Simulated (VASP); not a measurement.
Input of a VASP 6.6.1 run:

The input INCAR:

```
ALGO = Normal
EDIFF = 1E-6
ENCUT = 500
GGA = PS
GGA_COMPAT = False
ISIF = 2
ISMEAR = 1
LASPH = True
LCHARG = True
LELF = True
LREAL = False
LVHAR = True
LWAVE = False
NBANDS = 12
NELM = 120
PREC = Accurate
SIGMA = 0.1
```

File KPOINTS:

```
k-points
0
Gamma
  9 9 9
```

Contents of POSCAR:

```
Ta
1.0
   -1.6386747123      1.6386747123      1.6386747123
    1.6386747123     -1.6386747123      1.6386747123
    1.6386747123      1.6386747123     -1.6386747123
Ta
1
Direct
    0.0000000000      0.0000000000      0.0000000000
```

Potentials or basis: VASP PAW PBE potentials, release 64 (Ta_pv).

Run with:

```bash
$ cat potpaw_PBE.64/Ta_pv/POTCAR > POTCAR
$ mpirun -np 1 vasp_std > vasp.out
```

Question: Estimate the pressure.

Answer: 0.0 GPa.

Question: Estimate the band gap on the k mesh.

Answer: Zero (an odd number of electrons rules out a gap without spin polarisation).

Caveat: the PAW data sets were made with another functional, which shifts forces and pressure a little; spin-orbit coupling is left out, which moves the levels of the heavy elements.
